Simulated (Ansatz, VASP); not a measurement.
**As: VASP and Ansatz over several settings**

```
As
1.0
     1.91768    1.10718    3.58298
    -1.91768    1.10718    3.58298
     0.00000   -2.21435    3.58298
As
2
Direct
  0.22600 0.22600 0.22600
  0.77400 0.77400 0.77400
```

Single points on this cell with VASP 6.6.1 and Ansatz 0.2.0. Each row is one pair of runs. Alike in all rows: spin: off; smearing: fermi-dirac, width 0.05 eV.

```csv
level,k mesh,"VASP's potentials, cutoff","Ansatz's potentials, cutoff","gap on the k mesh at the Fermi level (eV), VASP","gap on the k mesh at the Fermi level (eV), Ansatz","pressure (GPa), VASP","pressure (GPa), Ansatz","rms of the force components (eV/Å), VASP","rms of the force components (eV/Å), Ansatz"
PBE0,4 × 4 × 4,"VASP PAW PBE potentials, release 64 (As), 520 eV","Ansatz PAW, 420 eV",1.19,1.07,-3.8,-3.4,0.323,0.326
LDA,9 × 9 × 9,"VASP PAW LDA potentials, release 64 (As_d), 600 eV","Ansatz PAW, 420 eV",none,none,-5.0,-5.2,0.039,0.057
r2SCAN,9 × 9 × 9,"VASP PAW PBE potentials, release 64 (As), 520 eV","Ansatz PAW, 500 eV",none,none,-2.3,-2.3,0.105,0.124
```

Gap on the k mesh at the fermi level (eV): the two programs differ by at most 0.119; pressure (GPa): the two programs differ by at most 0.42; rms of the force components (eV/Å): the two programs differ by at most 0.0188.

VASP's potentials hold 10 valence electrons a cell and Ansatz's 30 in some rows, so a difference there can come from the potentials and not from the codes.

A gap of «none» marks a metal or a gap that the smearing closes.

The k mesh is coarse in some rows, so the values compare programs but aren't converged.
